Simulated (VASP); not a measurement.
# C (Fd-3m) in VASP: settings compared, part 2 of 2

VASP 6.6.1. Earlier steps stand in the parts before.

**5. Single point, PBE**

This run uses another cell than the first one, of 5.67 Å³/atom, 1.018 times its volume.

INCAR

```
SYSTEM = C
  PREC = Accurate
  ENCUT = 520
  EDIFF = 1E-7
  ISMEAR = 0
  SIGMA = 0.024
  LREAL = .False.
  LASPH = .True.
  NELM = 100
  ALGO = Normal
  ISIF = 2
  LWAVE = .False.
  LCHARG = .True.
  GGA = PE
  LELF = .True.
  LVHAR = .True.
  NBANDS = 11
```

KPOINTS

```
regular mesh
0
Gamma
  13 13 13
  0 0 0
```

POSCAR

```
C
1.0
    0.0000000000      1.7833700000      1.7833700000
    1.7833700000      0.0000000000      1.7833700000
    1.7833700000      1.7833700000      0.0000000000
C
2
Direct
    0.7500000000      0.7500000000      0.7500000000
    0.5000000000      0.5000000000      0.5000000000
```

Potentials or basis: VASP PAW PBE potentials, release 64 (C).

Command:

```bash
> cat potpaw_PBE.64/C/POTCAR > POTCAR
> mpirun -np 1 vasp_std > vasp.out
```

OUTCAR:

```text
SYSTEM = C
   PREC = Accurate
   ENCUT = 520
   EDIFF = 1E-7
   ISMEAR = 0
   LREAL = .False.
   LASPH = .True.
   NELM = 100
   ISIF = 2
   GGA = PE

 ion  position               nearest neighbor table
   1  0.750  0.750  0.750-   2 1.54   2 1.54   2 1.54   2 1.54
   2  0.500  0.500  0.500-   1 1.54   1 1.54   1 1.54   1 1.54

  LATTYP: Found a face centered cubic cell.
 ALAT       =     3.5667400000

  Lattice vectors:

 A1 = (   0.0000000000,   1.7833700000,   1.7833700000)
 A2 = (   1.7833700000,   0.0000000000,   1.7833700000)
 A3 = (   1.7833700000,   1.7833700000,   0.0000000000)

Analysis of symmetry for initial positions (statically):
=====================================================================
 Subroutine PRICEL returns:
 Original cell was already a primitive cell.

 Routine SETGRP: Setting up the symmetry group for a
 face centered cubic supercell.

 Subroutine GETGRP returns: Found 48 space group operations
 (whereof 24 operations were pure point group operations)
 out of a pool of 48 trial point group operations.

The static configuration has the point symmetry T_d .
 The point group associated with its full space group is O_h .

Analysis of symmetry for dynamics (positions and initial velocities):
=====================================================================
 Subroutine PRICEL returns:
 Original cell was already a primitive cell.

 Routine SETGRP: Setting up the symmetry group for a
 face centered cubic supercell.

 Subroutine GETGRP returns: Found 48 space group operations
 (whereof 24 operations were pure point group operations)
 out of a pool of 48 trial point group operations.

The dynamic configuration has the point symmetry T_d .
 The point group associated with its full space group is O_h .
[... 115 lines left out ...]
   EFERMI_NEDOS =   21; number of points for ismear=-14 and -15
   IALGO  =     38    algorithm
   IMIX   =      4    mixing-type and parameters
     AMIX     =   0.40;   BMIX     =  1.00
     AMIX_MAG =   1.60;   BMIX_MAG =  1.00
  volume/ion in A,a.u.               =       5.67        38.28
  Fermi-wavevector in a.u.,A,eV,Ry     =   1.457203  2.753714 28.891161  2.123440
  Thomas-Fermi vector in A             =   2.574032
   LORBIT       =      0    0 simple, 1 ext, 2 COOP (PROOUT), +10 PAW based schemes
   GGA     = PE    functional components
   LHFCALC =     F    Hartree Fock is set to
   AEXX    =    0.0000 exact exchange contribution
   IVDW    =     0    specifies the selected vdW correction
   LEPSILON=     F    determine dielectric tensor
   LRPA    =     F    only Hartree local field effects (RPA)
 non-spin polarized calculation
 Gauss-broadening in eV      SIGMA  =   0.02
  energy-cutoff  :      520.00
  volume of cell :       11.34
 maximum number of plane-waves:       322
   NGX =  9   NGY =  9   NGZ =  9

 number of electron       7.9999999 magnetization

 Free energy of the ion-electron system (eV)
  ---------------------------------------------------
  ext. energy  EPLUGINS =         0.00000000
  ---------------------------------------------------
  free energy    TOTEN  =       -18.18525573 eV

  energy without entropy =      -18.18525573  energy(sigma->0) =      -18.18525573

 E-fermi :   9.8941     XC(G=0): -13.2509

 val. band max:        9.7301062732   @ k =   0.0000   0.0000   0.0000
 cond. band min:      13.8718908172   @ k =   0.3846   0.3846   0.0000
 fundamental gap:      4.1417845440
 Fermi energy:         9.8941006822

 k-point     1 :       0.0000    0.0000    0.0000
  band No.  band energies     occupation
      1     -11.7473      2.00000
      2       9.7301      2.00000
      3       9.7301      2.00000
      4       9.7301      2.00000
      5      15.3200      0.00000
      6      15.3200      0.00000
      7      15.3200      0.00000
      8      23.0620      0.00000
      9      29.0239      0.00000
     10      36.2645      0.00000
     11      36.2645      0.00000
[... 309 lines left out ...]
 k-point    24 :       0.4615    0.1538    0.0000
  band No.  band energies     occupation
      1      -6.7339      2.00000
      2      -1.5075      2.00000
      3       5.2987      2.00000
      4       5.8280      2.00000
      5      16.8132      0.00000
      6      20.3145      0.00000
      7      20.6233      0.00000
      8      23.6483      0.00000
      9      30.3377      0.00000
     10      33.0166      0.00000
     11      36.8014      0.00000

 [... further k-points ...]
[... 5 lines left out ...]
  --------------------------------------------------------------------------------------
  -------------------------------------------------------------------------------------
  Total        0.1740753      0.1740753      0.1740753      0.0000000     -0.0000000      0.0000000
  in kB       24.5863175     24.5863175     24.5863175      0.0000000     -0.0000000      0.0000000
  external PRESSURE =      24.5863175 kB  Pullay stress =       0.0000000 kB

 VOLUME and BASIS-vectors are now :
 -----------------------------------------------------------------------------
  energy-cutoff  :      520.00
  volume of cell :       11.34
      direct lattice vectors                 reciprocal lattice vectors
     0.000000000  1.783370000  1.783370000    -0.280368067  0.280368067  0.280368067
     1.783370000  0.000000000  1.783370000     0.280368067 -0.280368067  0.280368067
     1.783370000  1.783370000  0.000000000     0.280368067  0.280368067 -0.280368067

 POSITION                                       TOTAL-FORCE (eV/Angst)
 -----------------------------------------------------------------------------------
      2.67505      2.67505      2.67505        -0.000000     -0.000000     -0.000000
      1.78337      1.78337      1.78337         0.000000      0.000000      0.000000
 -----------------------------------------------------------------------------------
    total drift:                               -0.000000     -0.000000      0.000000

  FREE ENERGIE OF THE ION-ELECTRON SYSTEM (eV)
  ---------------------------------------------------
  free  energy   TOTEN  =       -18.1852557281 eV

  energy  without entropy=      -18.1852557281  energy(sigma->0) =      -18.18525573
```

OSZICAR:

```text
N       E                     dE             d eps       ncg     rms          rms(c)
DAV:   1     0.867269672000E+00    0.86727E+00   -0.46989E+03  1915   0.697E+02
DAV:   2    -0.184496570181E+02   -0.19317E+02   -0.18804E+02  2422   0.128E+02
DAV:   3    -0.188234910507E+02   -0.37383E+00   -0.37283E+00  2154   0.136E+01
DAV:   4    -0.188241061475E+02   -0.61510E-03   -0.61508E-03  1999   0.697E-01
DAV:   5    -0.188241068252E+02   -0.67767E-06   -0.67765E-06  2167   0.222E-02    0.556E+00
DAV:   6    -0.183447185074E+02    0.47939E+00   -0.25034E-01  1887   0.352E+00    0.332E+00
DAV:   7    -0.181833784920E+02    0.16134E+00   -0.30670E-01  2007   0.395E+00    0.758E-01
DAV:   8    -0.181851940495E+02   -0.18156E-02   -0.85971E-03  1944   0.692E-01    0.436E-02
DAV:   9    -0.181852349706E+02   -0.40921E-04   -0.61831E-05  2204   0.633E-02    0.246E-02
DAV:  10    -0.181852556557E+02   -0.20685E-04   -0.15538E-05  1962   0.347E-02    0.536E-03
DAV:  11    -0.181852557281E+02   -0.72410E-07   -0.25819E-07  2262   0.458E-03
   1 F= -.18185256E+02 E0= -.18185256E+02  d E =-.975066E-25
```

stdout:

```text
POSCAR found type information on POSCAR C
 POSCAR found :  1 types and       2 ions
 scaLAPACK will be used
 LDA part: xc-table for (Slater+PW92), standard interpolation
 POSCAR, INCAR and KPOINTS ok, starting setup
 FFT: planning ... GRIDC
 FFT: planning ... GRID_SOFT
 FFT: planning ... GRID
 WAVECAR not read
 entering main loop
```

Wall time 21 s (1 thread of Intel Xeon 8259CL, shared host); peak memory 0.09 GiB.

Results:

* Free energy: -18.1853 eV
* Pressure: 2.5 GPa
* Band gap on the k mesh: 4.14 eV, indirect (least direct gap 5.59 eV)

A k mesh can miss the band edges. PBE gaps usually lie below the measured ones, often by a third to a half.

**6. The runs side by side**

| task | level | cell | cutoff (eV) | smearing | gap on the mesh (eV) | pressure (GPa) | relaxed volume (Å³/atom) |
| --- | --- | --- | --- | --- | --- | --- | --- |
| single point | PBEsol+D4 | a = 2.507 Å, angles 60.0°, 2 atoms | 520 | fermi-dirac 0.05 eV | 4.05 | 1.1 | - |
| relaxation of cell and atoms | PBEsol | relaxed from a = 2.522 Å, angles 60.0°, 2 atoms | 600 | fermi-dirac 0.05 eV | 4.03 | 0.0 | 5.62 |
| relaxation of cell and atoms | PBEsol+D4 | relaxed from a = 2.522 Å, angles 60.0°, 2 atoms | 600 | fermi-dirac 0.05 eV | 4.05 | 0.0 | 5.58 |
| single point | PBE | a = 2.522 Å, angles 60.0°, 2 atoms | 520 | gaussian 0.024 eV | 4.14 | 2.5 | - |

Alike in all rows: potentials or basis VASP PAW PBE potentials, release 64 (C); no spin polarisation; k mesh 13 × 13 × 13.

Caveats: the PAW data sets were made with another functional, which shifts forces and pressure a little (some runs).

Total energies depend on the potentials used, so only differences within one code and one set of settings carry meaning.

**7. Against experiment**

Step 3. The cell as given is a measured one (5.67 Å³/atom); PBEsol puts the equilibrium volume -1.0 % from it, thermal expansion not counted.

Step 4. The cell as given is a measured one (5.67 Å³/atom); PBEsol+D4 puts the equilibrium volume -1.7 % from it, thermal expansion not counted.
